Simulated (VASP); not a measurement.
# LaRu3 (Fm-3m) in VASP: notebook

Runs on LaRu3. Level: PBEsol. Tasks: single point.

All numbers are computed with VASP 6.6.1; they aren't measurements. Logs are shortened: lines on timing, memory, paths and dates and some standing lists are left out, and cuts for length are marked.

**1. The cell of the first run**

Symmetry: Fm-3m, No. 225, cubic system. The conventional cell has a = 6.354 Å, b = 6.354 Å, c = 6.354 Å, α = 90.00°, β = 90.00°, γ = 90.00°. Within 3.6 Å of La (site symmetry m-3m) lie 14 Ru at 2.75 to 3.18 Å. Within 3.6 Å of Ru (site symmetry m-3m) lie 8 Ru at 2.75 Å and 6 La at 3.18 Å. Ru (site symmetry -43m) has 4 La at 2.75 Å and 10 Ru at 2.75 to 3.18 Å within 3.6 Å.

**2. Single point, PBEsol (16.04 Å³/atom)**

INCAR reads:

```
SYSTEM = LaRu3
PREC = Accurate ; ENCUT = 520
EDIFF = 1E-6 ; ISMEAR = 0
SIGMA = 0.05 ; LREAL = .FALSE.
LASPH = .TRUE. ; NELM = 100
ALGO = Normal ; ISIF = 2
LWAVE = .FALSE. ; LCHARG = .FALSE.
GGA = PS ; NBANDS = 34
```

KPOINTS reads:

```
Automatic mesh
0
G
  8 8 8
  0 0 0
```

POSCAR reads:

```
LaRu3
1.0
    0.0000000000      3.1771692814      3.1771692814
    3.1771692814      0.0000000000      3.1771692814
    3.1771692814      3.1771692814      0.0000000000
La Ru
1 3
Direct
    0.0000000000      0.0000000000      0.0000000000
    0.5000000000      0.5000000000      0.5000000000
    0.2500000000      0.2500000000      0.2500000000
    0.7500000000      0.7500000000      0.7500000000
```

Potentials or basis: VASP PAW PBE potentials, release 64 (La, Ru_pv).

The run is started by

```
$ cat potpaw_PBE.64/La/POTCAR potpaw_PBE.64/Ru_pv/POTCAR > POTCAR
$ mpirun -np 1 vasp_std > vasp.out
```

OUTCAR:

```text
SYSTEM = LaRu3
   PREC = Accurate
   ENCUT = 520
   EDIFF = 1E-6
   ISMEAR = 0
   LREAL = .FALSE.
   LASPH = .TRUE.
   NELM = 100
   ISIF = 2
   GGA = PS

 ion  position               nearest neighbor table
   1  0.000  0.000  0.000-   4 2.75   4 2.75   4 2.75   3 2.75   4 2.75   3 2.75   3 2.75   3 2.75
                             2 3.18   2 3.18   2 3.18   2 3.18   2 3.18   2 3.18
   2  0.500  0.500  0.500-   3 2.75   3 2.75   3 2.75   3 2.75   4 2.75   4 2.75   4 2.75   4 2.75
                             1 3.18   1 3.18   1 3.18   1 3.18   1 3.18   1 3.18
   3  0.250  0.250  0.250-   1 2.75   1 2.75   1 2.75   1 2.75   2 2.75   2 2.75   2 2.75   2 2.75
                             4 3.18   4 3.18   4 3.18   4 3.18   4 3.18   4 3.18
   4  0.750  0.750  0.750-   2 2.75   2 2.75   2 2.75   1 2.75   2 2.75   1 2.75   1 2.75   1 2.75
                             3 3.18   3 3.18   3 3.18   3 3.18   3 3.18   3 3.18

  LATTYP: Found a face centered cubic cell.
 ALAT       =     6.3543385628

  Lattice vectors:

 A1 = (   0.0000000000,   3.1771692814,   3.1771692814)
 A2 = (   3.1771692814,   0.0000000000,   3.1771692814)
 A3 = (   3.1771692814,   3.1771692814,   0.0000000000)

Analysis of symmetry for initial positions (statically):
=====================================================================
 Subroutine PRICEL returns:
 Original cell was already a primitive cell.

 Routine SETGRP: Setting up the symmetry group for a
 face centered cubic supercell.

 Subroutine GETGRP returns: Found 48 space group operations
 (whereof 48 operations were pure point group operations)
 out of a pool of 48 trial point group operations.

The static configuration has the point symmetry O_h .

Analysis of symmetry for dynamics (positions and initial velocities):
=====================================================================
 Subroutine PRICEL returns:
 Original cell was already a primitive cell.

 Routine SETGRP: Setting up the symmetry group for a
 face centered cubic supercell.

 Subroutine GETGRP returns: Found 48 space group operations
 (whereof 48 operations were pure point group operations)
 out of a pool of 48 trial point group operations.

The dynamic configuration has the point symmetry O_h .

 Subroutine INISYM returns: Found 48 space group operations
 (whereof 48 operations are pure point group operations),
 and found     1 'primitive' translations

----------------------------------------------------------------------------------------

                                     Primitive cell

  volume of cell :      64.1433
[... 90 lines left out ...]
   LASPH  =      T    aspherical Exc in radial PAW
   ENCUT  =  520.0 eV  38.22 Ry    6.18 a.u.   8.35  8.35  8.35*2*pi/ulx,y,z
   NELM   =    100;   NELMIN=  2; NELMDL= -5     # of ELM steps
   EDIFF  = 0.1E-05   stopping-criterion for ELM
   LREAL  =      F    real-space projection
   EDIFFG = 0.1E-04   stopping-criterion for IOM
   NSW    =      0    number of steps for IOM
   IBRION =     -1    ionic relax: 0-MD 1-quasi-New 2-CG
   NFREE  =      0    steps in history (QN), initial steepest desc. (CG)
   ISIF   =      2    stress and relaxation
   ISYM   =      2    0-nonsym 1-usesym 2-fastsym
   POTIM  = 0.5000    time-step for ionic-motion
   TEBEG  =    0.0;   TEEND  =   0.0 temperature during run
   PSTRESS=    0.0 pullay stress
   NELECT =      53.0000    total number of electrons
   NUPDOWN=      -1.0000    fix difference up-down
   EMIN   =  10.00;   EMAX   =-10.00  energy-range for DOS
   EFERMI =   0.00;   METHOD = LEGACY
   ISMEAR =     0;   SIGMA  =   0.05  broadening in eV -4-tet -1-fermi 0-gaus
   EFERMI_NEDOS =   21; number of points for ismear=-14 and -15
   IALGO  =     38    algorithm
   IMIX   =      4    mixing-type and parameters
     AMIX     =   0.40;   BMIX     =  1.00
     AMIX_MAG =   1.60;   BMIX_MAG =  1.00
  volume/ion in A,a.u.               =      16.04       108.22
  Fermi-wavevector in a.u.,A,eV,Ry     =   1.536207  2.903010 32.108828  2.359932
  Thomas-Fermi vector in A             =   2.642888
   LORBIT       =      0    0 simple, 1 ext, 2 COOP (PROOUT), +10 PAW based schemes
   GGA     = PS    functional components
   LHFCALC =     F    Hartree Fock is set to
   AEXX    =    0.0000 exact exchange contribution
   IVDW    =     0    specifies the selected vdW correction
   LEPSILON=     F    determine dielectric tensor
   LRPA    =     F    only Hartree local field effects (RPA)
 non-spin polarized calculation
 Gauss-broadening in eV      SIGMA  =   0.05
  energy-cutoff  :      520.00
  volume of cell :       64.14
 maximum number of plane-waves:      1759
 NGX is ok and might be reduce to    36
   NGX = 17   NGY = 17   NGZ = 17

 number of electron      52.9999995 magnetization

 Free energy of the ion-electron system (eV)
  ---------------------------------------------------
  ext. energy  EPLUGINS =         0.00000000
  ---------------------------------------------------
  free energy    TOTEN  =       -33.61580138 eV

  energy without entropy =      -33.60312125  energy(sigma->0) =      -33.60946132

 E-fermi :  12.5148     XC(G=0): -13.3430

 val. band max:       12.5079593496   @ k =   0.3750   0.1250   0.0000
 cond. band min:      12.5178319369   @ k =   0.5000   0.3750   0.0000
 fundamental gap:      0.0098725874
 Fermi energy:        12.5148413367

 k-point     1 :       0.0000    0.0000    0.0000
  band No.  band energies     occupation
      1     -30.1325      2.00000
      2     -30.1325      2.00000
      3     -30.1325      2.00000
      4     -29.9804      2.00000
      5     -29.9804      2.00000
      6     -29.9804      2.00000
[... 877 lines left out ...]
     33      16.2677      0.00000
     34      16.4142      0.00000

 [... further k-points ...]
[... 5 lines left out ...]
  --------------------------------------------------------------------------------------
  -------------------------------------------------------------------------------------
  Total        3.1548759      3.1548759      3.1548759      0.0000000      0.0000000      0.0000000
  in kB       78.8028283     78.8028283     78.8028283      0.0000000      0.0000000      0.0000000
  external PRESSURE =      78.8028283 kB  Pullay stress =       0.0000000 kB

 VOLUME and BASIS-vectors are now :
 -----------------------------------------------------------------------------
  energy-cutoff  :      520.00
  volume of cell :       64.14
      direct lattice vectors                 reciprocal lattice vectors
     0.000000000  3.177169281  3.177169281    -0.157372792  0.157372792  0.157372792
     3.177169281  0.000000000  3.177169281     0.157372792 -0.157372792  0.157372792
     3.177169281  3.177169281  0.000000000     0.157372792  0.157372792 -0.157372792

 POSITION                                       TOTAL-FORCE (eV/Angst)
 -----------------------------------------------------------------------------------
      0.00000      0.00000      0.00000        -0.000000     -0.000000     -0.000000
      3.17717      3.17717      3.17717        -0.000000     -0.000000      0.000000
      1.58858      1.58858      1.58858         0.000000     -0.000000      0.000000
      4.76575      4.76575      4.76575        -0.000000      0.000000     -0.000000
 -----------------------------------------------------------------------------------
    total drift:                                0.000000      0.000000      0.000000

  FREE ENERGIE OF THE ION-ELECTRON SYSTEM (eV)
  ---------------------------------------------------
  free  energy   TOTEN  =       -33.6158013811 eV

  energy  without entropy=      -33.6031212520  energy(sigma->0) =      -33.60946132
```

stdout:

```text
POSCAR found type information on POSCAR LaRu
 POSCAR found :  2 types and       4 ions
 scaLAPACK will be used
 -----------------------------------------------------------------------------
|                                                                             |
|                                                                             |
|     You enforced a specific xc type in the INCAR file but a different       |
|     I HOPE YOU KNOW WHAT YOU ARE DOING!                                     |
|                                                                             |
 -----------------------------------------------------------------------------

 LDA part: xc-table for (Slater+PW92), standard interpolation
 POSCAR, INCAR and KPOINTS ok, starting setup
 FFT: planning ... GRIDC
 FFT: planning ... GRID_SOFT
 FFT: planning ... GRID
 WAVECAR not read
 entering main loop
```

Wall time 86 s (1 thread of AMD EPYC 7R43 (Zen 3), shared host); peak memory 0.21 GiB.

What came out:

```yaml
Free_energy: -33.6158 eV
Pressure: 7.9 GPa
Band_gap_on_the_k_mesh: zero (an odd number of electrons rules out a gap without spin polarisation)
```

Caveat: the cell stands under pressure; the PAW data sets were made with another functional, which shifts forces and pressure a little; spin-orbit coupling is left out, which moves the levels of the heavy elements.

(Part 1 of 4 ends here.)
